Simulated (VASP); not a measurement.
# GaSb (P4_12_12) in VASP: a series of runs

GaSb is run at these levels: PBE; tasks: single point, relaxation of cell and atoms.

All numbers are computed with VASP 6.6.1; they aren't measurements. Logs are shortened: lines on timing, memory, paths and dates and some standing lists are left out, and cuts for length are marked.

## 1. The cell of the first run

It takes space group P4_12_12 (No. 92, tetragonal). Conventional cell: a = 7.442 Å, b = 7.442 Å, c = 4.272 Å, α = 90.00°, β = 90.00°, γ = 90.00°. Within 3.6 Å of Ga (site symmetry 2) lie 4 Sb at 2.72 to 2.75 Å. Within 3.6 Å of Sb (site symmetry 2) lie 4 Ga at 2.72 to 2.75 Å.

## 2. Single point, PBE

Input file INCAR:

```
PREC = Accurate
ENCUT = 520
EDIFF = 1E-6
ISMEAR = 0
SIGMA = 0.1
LREAL = False
LASPH = True
NELM = 80
ALGO = Normal
ISIF = 2
LWAVE = False
LCHARG = False
GGA = PE
NBANDS = 46
```

Input file KPOINTS:

```
regular mesh
0
Gamma
  4 4 4
```

Input file POSCAR:

```
GaSb
1.0
    7.4423907780      0.0000000000      0.0000000000
    0.0000000000      7.4423907780      0.0000000000
    0.0000000000      0.0000000000      4.2724650598
Ga Sb
4 4
Direct
    0.6672978111      0.6672978111      0.5000000000
    0.1672978111      0.8327021889      0.2500000000
    0.3327021889      0.3327021889      0.0000000000
    0.8327021889      0.1672978111      0.7500000000
    0.8268102041      0.8268102041      0.0000000000
    0.3268102041      0.6731897959      0.7500000000
    0.1731897959      0.1731897959      0.5000000000
    0.6731897959      0.3268102041      0.2500000000
```

Potentials or basis: VASP PAW PBE potentials, release 64 (Ga_d, Sb).

Command:

```
$ cat potpaw_PBE.64/Ga_d/POTCAR potpaw_PBE.64/Sb/POTCAR > POTCAR
$ mpirun -np 1 vasp_std > vasp.out
```

OUTCAR:

```text
PREC = Accurate
   ENCUT = 520
   EDIFF = 1E-6
   ISMEAR = 0
   LREAL = False
   LASPH = True
   NELM = 80
   ISIF = 2
   GGA = PE

 ion  position               nearest neighbor table
   1  0.667  0.667  0.500-   5 2.72   5 2.72   8 2.75   6 2.75
   2  0.167  0.833  0.250-   6 2.72   6 2.72   7 2.75   5 2.75
   3  0.333  0.333  0.000-   7 2.72   7 2.72   8 2.75   6 2.75
   4  0.833  0.167  0.750-   8 2.72   8 2.72   5 2.75   7 2.75
   5  0.827  0.827  0.000-   1 2.72   1 2.72   4 2.75   2 2.75
   6  0.327  0.673  0.750-   2 2.72   2 2.72   3 2.75   1 2.75
   7  0.173  0.173  0.500-   3 2.72   3 2.72   4 2.75   2 2.75
   8  0.673  0.327  0.250-   4 2.72   4 2.72   1 2.75   3 2.75

  LATTYP: Found a simple tetragonal cell.
 ALAT       =     7.4423907780
 C/A-ratio  =     0.5740715836

  Lattice vectors:

 A1 = (   7.4423907780,   0.0000000000,   0.0000000000)
 A2 = (   0.0000000000,   7.4423907780,   0.0000000000)
 A3 = (   0.0000000000,   0.0000000000,   4.2724650598)

Analysis of symmetry for initial positions (statically):
=====================================================================
 Subroutine PRICEL returns:
 Original cell was already a primitive cell.

 Routine SETGRP: Setting up the symmetry group for a
 simple tetragonal supercell.

 Subroutine GETGRP returns: Found  8 space group operations
 (whereof  2 operations were pure point group operations)
 out of a pool of 16 trial point group operations.

The static configuration has the point symmetry C_2 .
 The point group associated with its full space group is D_4 .

Analysis of symmetry for dynamics (positions and initial velocities):
=====================================================================
 Subroutine PRICEL returns:
 Original cell was already a primitive cell.

 Routine SETGRP: Setting up the symmetry group for a
 simple tetragonal supercell.

 Subroutine GETGRP returns: Found  8 space group operations
 (whereof  2 operations were pure point group operations)
 out of a pool of 16 trial point group operations.

The dynamic configuration has the point symmetry C_2 .
 The point group associated with its full space group is D_4 .

 Subroutine INISYM returns: Found  8 space group operations
 (whereof  2 operations are pure point group operations),
 and found     1 'primitive' translations

----------------------------------------------------------------------------------------

                                     Primitive cell

  volume of cell :     236.6483

  direct lattice vectors                    reciprocal lattice vectors
     7.442390778  0.000000000  0.000000000     0.134365425  0.000000000  0.000000000
     0.000000000  7.442390778  0.000000000     0.000000000  0.134365425  0.000000000
     0.000000000  0.000000000  4.272465060     0.000000000  0.000000000  0.234056917

  length of vectors
     7.442390778  7.442390778  4.272465060     0.134365425  0.134365425  0.234056917

  position of ions in fractional coordinates (direct lattice)
     0.667297811  0.667297811  0.500000000
     0.167297811  0.832702189  0.250000000
     0.332702189  0.332702189  0.000000000
     0.832702189  0.167297811  0.750000000
     0.826810204  0.826810204  0.000000000
     0.326810204  0.673189796  0.750000000
     0.173189796  0.173189796  0.500000000
     0.673189796  0.326810204  0.250000000

  ion indices of the primitive-cell ions
   primitive index   ion index
                 1           1
                 2           2
                 3           3
                 4           4
                 5           5
                 6           6
                 7           7
                 8           8

----------------------------------------------------------------------------------------

 KPOINTS: regular mesh

Automatic generation of k-mesh.
 Grid dimensions read from file:
 generate k-points for:    4    4    4

 Generating k-lattice:

  Cartesian coordinates                     Fractional coordinates (reciprocal lattice)
     0.033591356  0.000000000  0.000000000     0.250000000  0.000000000  0.000000000
     0.000000000  0.033591356  0.000000000     0.000000000  0.250000000  0.000000000
     0.000000000  0.000000000  0.058514229     0.000000000  0.000000000  0.250000000

  Length of vectors
     0.033591356  0.033591356  0.058514229

  Shift w.r.t. Gamma in fractional coordinates (k-lattice)
     0.000000000  0.000000000  0.000000000

 Subroutine IBZKPT returns following result:
 ===========================================

 Found     18 irreducible k-points:

 Following reciprocal coordinates:
            Coordinates               Weight
  0.000000  0.000000  0.000000      1.000000
  0.250000  0.000000  0.000000      4.000000
  0.500000  0.000000  0.000000      2.000000
  0.250000  0.250000  0.000000      4.000000
  0.500000  0.250000  0.000000      4.000000
  0.500000  0.500000  0.000000      1.000000
[... 10 lines left out ...]
  0.500000  0.250000  0.500000      4.000000
[... 44 lines left out ...]
   GGA     = PE    functional components
   LHFCALC =     F    Hartree Fock is set to
   AEXX    =    0.0000 exact exchange contribution
   IVDW    =     0    specifies the selected vdW correction
   LEPSILON=     F    determine dielectric tensor
   LRPA    =     F    only Hartree local field effects (RPA)
 non-spin polarized calculation
 Gauss-broadening in eV      SIGMA  =   0.10
  energy-cutoff  :      520.00
  volume of cell :      236.65
 maximum number of plane-waves:      6416
 NGX is ok and might be reduce to    56
   NGX = 27   NGY = 27   NGZ = 15

 number of electron      72.0000012 magnetization

 Free energy of the ion-electron system (eV)
  ---------------------------------------------------
  ext. energy  EPLUGINS =         0.00000000
  ---------------------------------------------------
  free energy    TOTEN  =       -27.83262144 eV

  energy without entropy =      -27.82935258  energy(sigma->0) =      -27.83098701

 E-fermi :   4.5994     XC(G=0):  -9.0251

 val. band max:        4.5498552610   @ k =   0.0000   0.0000   0.2500
 cond. band min:       4.9477887795   @ k =   0.5000   0.5000   0.5000
 fundamental gap:      0.3979335186
 Fermi energy:         4.5994174891

 k-point     1 :       0.0000    0.0000    0.0000
  band No.  band energies     occupation
      1     -10.4801      2.00000
      2     -10.4801      2.00000
      3     -10.4669      2.00000
      4     -10.4655      2.00000
      5     -10.4590      2.00000
      6     -10.4590      2.00000
[... 38 lines left out ...]
     45       8.2240      0.00000
     46       8.3857      0.00000

 k-point     2 :       0.2500    0.0000    0.0000
  band No.  band energies     occupation
      1     -10.4836      2.00000
      2     -10.4833      2.00000
      3     -10.4647      2.00000
      4     -10.4635      2.00000
      5     -10.4592      2.00000
      6     -10.4587      2.00000
[... 38 lines left out ...]
     45       8.1430      0.00000
     46       8.4137      0.00000

 k-point     3 :       0.5000    0.0000    0.0000
  band No.  band energies     occupation
      1     -10.4859      2.00000
      2     -10.4859      2.00000
      3     -10.4641      2.00000
      4     -10.4641      2.00000
      5     -10.4579      2.00000
      6     -10.4579      2.00000
[... 38 lines left out ...]
     45       8.0897      0.00000
     46       8.0897      0.00000

 k-point     4 :       0.2500    0.2500    0.0000
  band No.  band energies     occupation
      1     -10.4858      2.00000
      2     -10.4855      2.00000
      3     -10.4643      2.00000
      4     -10.4621      2.00000
      5     -10.4598      2.00000
      6     -10.4579      2.00000
[... 626 lines left out ...]
     45       8.5121      0.00000
     46       8.5121      0.00000

 k-point    17 :       0.5000    0.2500    0.5000
  band No.  band energies     occupation
      1     -10.4952      2.00000
      2     -10.4952      2.00000
      3     -10.4802      2.00000
      4     -10.4802      2.00000
      5     -10.4551      2.00000
      6     -10.4551      2.00000
[... 38 lines left out ...]
     45       9.1600      0.00000
     46       9.1607      0.00000

 k-point    18 :       0.5000    0.5000    0.5000
  band No.  band energies     occupation
      1     -10.4884      2.00000
      2     -10.4884      2.00000
      3     -10.4884      2.00000
      4     -10.4884      2.00000
      5     -10.4534      2.00000
      6     -10.4534      2.00000
[... 38 lines left out ...]
     45       9.9894      0.00000
     46       9.9894      0.00000

------------------------ aborting loop because EDIFF is reached ----------------------------------------

  FORCE on cell =-STRESS in cart. coord.  units (eV):
  Direction    XX          YY          ZZ          XY          YZ          ZX
  --------------------------------------------------------------------------------------
  -------------------------------------------------------------------------------------
  Total       -0.0307474     -0.0307474     -0.0221661      0.0000000      0.0000000      0.0000000
  in kB       -0.2081686     -0.2081686     -0.1500706      0.0000000      0.0000000      0.0000000
  external PRESSURE =      -0.1888026 kB  Pullay stress =       0.0000000 kB

 VOLUME and BASIS-vectors are now :
 -----------------------------------------------------------------------------
  energy-cutoff  :      520.00
  volume of cell :      236.65
      direct lattice vectors                 reciprocal lattice vectors
     7.442390778  0.000000000  0.000000000     0.134365425  0.000000000  0.000000000
     0.000000000  7.442390778  0.000000000     0.000000000  0.134365425  0.000000000
     0.000000000  0.000000000  4.272465060     0.000000000  0.000000000  0.234056917

 POSITION                                       TOTAL-FORCE (eV/Angst)
 -----------------------------------------------------------------------------------
      4.96629      4.96629      2.13623         0.021727      0.021727     -0.000000
      1.24510      6.19730      1.06812         0.021727     -0.021727     -0.000000
      2.47610      2.47610      0.00000        -0.021727     -0.021727     -0.000000
      6.19730      1.24510      3.20435        -0.021727      0.021727      0.000000
      6.15344      6.15344      0.00000        -0.027860     -0.027860     -0.000000
      2.43225      5.01014      3.20435        -0.027860      0.027860     -0.000000
      1.28895      1.28895      2.13623         0.027860      0.027860     -0.000000
      5.01014      2.43225      1.06812         0.027860     -0.027860     -0.000000
 -----------------------------------------------------------------------------------
    total drift:                               -0.000000      0.000000      0.000000

  FREE ENERGIE OF THE ION-ELECTRON SYSTEM (eV)
  ---------------------------------------------------
  free  energy   TOTEN  =       -27.8326214370 eV

  energy  without entropy=      -27.8293525788  energy(sigma->0) =      -27.83098701
```

It took 2.3 min on 1 thread of Intel Xeon Platinum 8259CL at 2.50GHz (Skylake/Cascade Lake), shared host; peak memory 0.39 GiB.

What came out:

- Free energy: -27.8326 eV
- Pressure: 0.0 GPa
- Largest force: 0.039 eV/Å
- Band gap on the k mesh: zero (band 36 reaches 4.55 eV, above the bottom of band 37 at 4.43 eV)

Forces on the atoms (eV/Å):
```
Ga   0.022  0.022  0.000
Ga   0.022 -0.022  0.000
Ga  -0.022 -0.022  0.000
Ga  -0.022  0.022  0.000
Sb  -0.028 -0.028  0.000
Sb  -0.028  0.028  0.000
Sb   0.028  0.028  0.000
Sb   0.028 -0.028  0.000
```

Levels at points of the mesh, in eV from the Fermi level:
```csv
k point,band 32,band 33,band 34,band 35,band 36,band 37,band 38,band 39,band 40,band 41
"(0.00, 0.00, 0.00)",-1.01,-0.95,-0.80,-0.29,-0.29,-0.17,1.08,1.08,1.43,2.62
"(0.50, 0.00, 0.00)",-1.63,-1.01,-1.01,-0.64,-0.64,0.91,0.91,1.68,1.68,2.66
"(0.50, 0.50, 0.00)",-1.88,-1.00,-1.00,-0.84,-0.84,0.57,0.57,1.50,1.50,2.22
"(0.00, 0.00, 0.50)",-2.52,-2.36,-2.36,-1.62,-1.62,0.78,0.78,2.20,2.20,3.62
"(0.50, 0.00, 0.50)",-3.32,-1.25,-1.25,-1.00,-1.00,0.92,0.92,1.04,1.04,2.18
"(0.50, 0.50, 0.50)",-2.43,-1.51,-1.51,-1.51,-1.51,0.35,0.35,0.35,0.35,2.30
```

Caveat: the k points lie up to 0.37 Å⁻¹ apart; spin-orbit coupling is left out, which moves the levels of the heavy elements.

## 3. Single point, PBE

This run uses another cell than the first one, of 25.41 Å³/atom, 0.859 times its volume.

Edit INCAR of step 2 so:

```diff
@@ -7,3 +7,3 @@
 LASPH = True
-NELM = 80
+NELM = 60
 ALGO = Normal
```

KPOINTS is that of step 2.

Input file POSCAR:

```
GaSb
1.0
    7.1944996800      0.0000000000      0.0000000000
    0.0000000000      7.1944996800      0.0000000000
    0.0000000000      0.0000000000      3.9275691700
Ga Sb
4 4
Direct
    0.6692432600      0.6692432600      0.5000000000
    0.1692432600      0.8307567400      0.2500000000
    0.3307567400      0.3307567400      0.0000000000
    0.8307567400      0.1692432600      0.7500000000
    0.8307567400      0.8307567400      0.0000000000
    0.3307567400      0.6692432600      0.7500000000
    0.1692432600      0.1692432600      0.5000000000
    0.6692432600      0.3307567400      0.2500000000
```

Potentials or basis: VASP PAW PBE potentials, release 64 (Ga_d, Sb).

Command:

```
$ cat potpaw_PBE.64/Ga_d/POTCAR potpaw_PBE.64/Sb/POTCAR > POTCAR
$ mpirun -np 1 vasp_std > vasp.out
```

Run time: 2.5 min. Hardware: 1 thread of Intel Xeon Platinum 8259CL at 2.50GHz (Skylake/Cascade Lake), shared host; peak memory 0.35 GiB.

The run converged. Its results:

| Property | Result |
| --- | --- |
| Free energy | -26.8135 eV |
| Pressure | 9.8 GPa |
| Largest force | 0.130 eV/Å |
| Band gap on the k mesh | 0.29 eV, indirect (least direct gap 0.56 eV) |

Forces on the atoms (eV/Å):
```
Ga  -0.092 -0.092  0.000
Ga  -0.092  0.092  0.000
Ga   0.092  0.092  0.000
Ga   0.092 -0.092  0.000
Sb   0.013  0.013  0.000
Sb   0.013 -0.013  0.000
Sb  -0.013 -0.013  0.000
Sb  -0.013  0.013  0.000
```

Stress tensor (GPa, compression positive):
```
 7.54  0.00  0.00
 0.00  7.54  0.00
 0.00  0.00 14.18
```

Levels at points of the mesh, in eV from the valence-band top:
```csv
k point,band 33,band 34,band 35,band 36,band 37,band 38,band 39,band 40
"(0.00, 0.00, 0.00)",-0.55,-0.32,-0.32,-0.27,0.29,1.57,1.57,2.30
"(0.50, 0.00, 0.00)",-0.92,-0.92,-0.61,-0.61,1.56,1.56,2.47,2.47
"(0.50, 0.50, 0.00)",-1.19,-1.19,-0.66,-0.66,1.45,1.45,1.86,1.86
"(0.00, 0.00, 0.50)",-2.82,-2.82,-1.94,-1.94,0.43,0.43,2.51,2.51
"(0.50, 0.00, 0.50)",-1.50,-1.50,-1.18,-1.18,0.97,0.97,1.05,1.05
"(0.50, 0.50, 0.50)",-1.81,-1.81,-1.81,-1.81,0.35,0.35,0.35,0.35
```

Caveat: spin-orbit coupling is left out, which moves the levels of the heavy elements.

## 4. Relaxation of cell and atoms, PBE

This run uses another cell than the first one, of 25.41 Å³/atom, 0.859 times its volume.

Input file INCAR:

```
PREC = Accurate
ENCUT = 600
EDIFF = 1E-7
ISMEAR = 0
SIGMA = 0.1
LREAL = False
LASPH = True
NELM = 100
ALGO = Normal
ISIF = 3
LWAVE = False
LCHARG = False
GGA = PE
IBRION = 2
NSW = 90
EDIFFG = -0.04
```

KPOINTS is that of step 3.

POSCAR is that of step 3.

Command:

```
$ cat potpaw_PBE.64/Ga_d/POTCAR potpaw_PBE.64/Sb/POTCAR > POTCAR
$ mpirun -np 1 vasp_std > vasp.out
```

It took 17 min on 1 thread of Intel Xeon Platinum 8259CL at 2.50GHz (Skylake/Cascade Lake), shared host; peak memory 0.44 GiB.

Results (log left out):

```yaml
Free_energy: -27.8274 eV
Relaxed_volume: 29.52 Å³/atom
Relaxed_cell: a = 7.436 Å, b = 7.436 Å, c = 4.272 Å, α = 90.00°, β = 90.00°, γ = 90.00°
Space_group_after_relaxing_to_0.05_Å: P4_12_12 (No. 92)
Energy_gained_by_relaxing: 126.8 meV/atom
Ionic_steps: 8
Pressure_after_relaxing: 0.0 GPa
Largest_force_after_relaxing: 0.031 eV/Å
Band_gap_on_the_k_mesh: zero (band 36 reaches 4.59 eV, above the bottom of band 37 at 4.46 eV)
```

Forces in eV/Å, atoms in the order of the input:
```
Ga  -0.022 -0.022  0.000
Ga  -0.022  0.022  0.000
Ga   0.022  0.022  0.000
Ga   0.022 -0.022  0.000
Sb  -0.010 -0.010  0.000
Sb  -0.010  0.010  0.000
Sb   0.010  0.010  0.000
Sb   0.010 -0.010  0.000
```

Step by step:
| step | energy change (eV) | largest force (eV/Å) | pressure (GPa) | volume (Å³) |
| --- | --- | --- | --- | --- |
| 1 | 0.0000 | 0.1297 | 9.76 | 203.29 |
| 2 | -0.8800 | 0.2246 | -2.29 | 252.14 |
| 3 | -0.9954 | 0.2101 | -0.02 | 237.36 |
| 4 | -0.9953 | 0.2117 | -0.14 | 238.08 |
| 5 | -1.0069 | 0.1221 | -0.16 | 237.86 |
| 6 | -1.0131 | 0.0569 | -0.17 | 237.51 |
| 7 | -1.0131 | 0.0495 | -0.17 | 237.53 |
| 8 | -1.0145 | 0.0313 | 0.05 | 236.19 |

Final structure:
```cif
data_structure
_symmetry_space_group_name_H-M 'P 1'
_symmetry_Int_Tables_number 1
_cell_length_a 7.4356
_cell_length_b 7.4356
_cell_length_c 4.2721
_cell_angle_alpha 90.000
_cell_angle_beta 90.000
_cell_angle_gamma 90.000
_cell_volume 236.19
loop_
_atom_site_label
_atom_site_type_symbol
_atom_site_fract_x
_atom_site_fract_y
_atom_site_fract_z
_atom_site_occupancy
Ga1 Ga 0.67000 0.67000 0.50000 1
Ga2 Ga 0.17000 0.83000 0.25000 1
Ga3 Ga 0.33000 0.33000 0.00000 1
Ga4 Ga 0.83000 0.17000 0.75000 1
Sb1 Sb 0.82850 0.82850 0.00000 1
Sb2 Sb 0.32850 0.67150 0.75000 1
Sb3 Sb 0.17150 0.17150 0.50000 1
Sb4 Sb 0.67150 0.32850 0.25000 1
```

Levels at points of the mesh, in eV from the Fermi level:
```tsv
k point	band 33	band 34	band 35	band 36	band 37	band 38	band 39	band 40
(0.00, 0.00, 0.00)	-0.98	-0.83	-0.30	-0.30	-0.17	1.08	1.08	1.40
(0.50, 0.00, 0.00)	-1.04	-1.04	-0.66	-0.66	0.90	0.90	1.66	1.66
(0.50, 0.50, 0.00)	-1.02	-1.02	-0.87	-0.87	0.55	0.55	1.50	1.50
(0.00, 0.00, 0.50)	-2.38	-2.38	-1.62	-1.62	0.76	0.76	2.20	2.20
(0.50, 0.00, 0.50)	-1.26	-1.26	-1.00	-1.00	0.93	0.93	1.04	1.04
(0.50, 0.50, 0.50)	-1.53	-1.53	-1.53	-1.53	0.37	0.37	0.37	0.37
```

Caveat: the k points lie up to 0.37 Å⁻¹ apart in the final cell; the volume moved by over 15 % at a fixed basis, so the end points are rough; spin-orbit coupling is left out, which moves the levels of the heavy elements.

## 5. Summary

```csv
task,cell,cutoff (eV),gap on the mesh (eV),pressure (GPa),largest force (eV/Å)
single point,"a = 7.442, b = 7.442, c = 4.272 Å, 8 atoms",520,none,0.0,0.04
single point,"a = 7.194, b = 7.194, c = 3.928 Å, 8 atoms",520,0.29,9.8,0.13
relaxation of cell and atoms,"relaxed from a = 7.194, b = 7.194, c = 3.928 Å, 8 atoms",600,none,0.0,0.03
```

Alike in all rows: level PBE; potentials or basis VASP PAW PBE potentials, release 64 (Ga_d, Sb); no spin polarisation; k mesh 4 × 4 × 4; smearing gaussian 0.1 eV.

Caveats: some runs use coarse meshes; spin-orbit coupling is left out, which moves the levels of the heavy elements; the volume moved by over 15 % at a fixed basis, so the end points are rough (some runs).

Absolute energies hang on the potentials; compare differences alone.
